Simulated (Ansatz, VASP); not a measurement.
## One calculation of ZrH, two programs

```
CELL_PARAMETERS angstrom
3.24279 0.00000 0.00000
0.00000 3.24279 0.00000
0.00000 0.00000 4.94800
ATOMIC_POSITIONS crystal
Zr 0.97819 0.52181 0.00000
Zr 0.47819 0.02181 0.50000
H 0.00000 0.00000 0.75000
H 0.00000 0.00000 0.25000
```

Change from the starting cell: all Zr atoms moved -0.100 Å, as atom 1 along Cartesian [1 -1 0].

Alike in both runs: task single point; functional PBEsol; k mesh 14 × 14 × 10; occupations gaussian, width 0.15 eV; no spin polarisation.

```csv
,VASP,Ansatz
version,VASP 6.6.1,Ansatz 0.2.0
potentials or method,"VASP PAW PBE potentials, release 64 (Zr_sv, H), cutoff 520 eV","scalar-relativistic, plane waves, PAW"
valence electrons in the cell,26,26
```

Ansatz gave:

- gap on the k mesh at the Fermi level (eV): none
- pressure (GPa): -2.3
- traceless stress, the component that is largest in VASP (GPa): 1.18
- rms of the force components (eV/Å): 0.314

Q: Which values does VASP return?

A: gap on the k mesh at the Fermi level (eV): none; pressure (GPa): -2.3; traceless stress, the component that is largest in VASP (GPa): 1.18; rms of the force components (eV/Å): 0.315.

VASP's potentials were made for PBE, not for PBEsol. Atom by atom the forces differ by 0.000 eV/Å (rms over components). A gap of «none» marks a metal or a gap that the smearing closes. With one functional, cell and mesh, what is left measures potentials, basis and numerics.
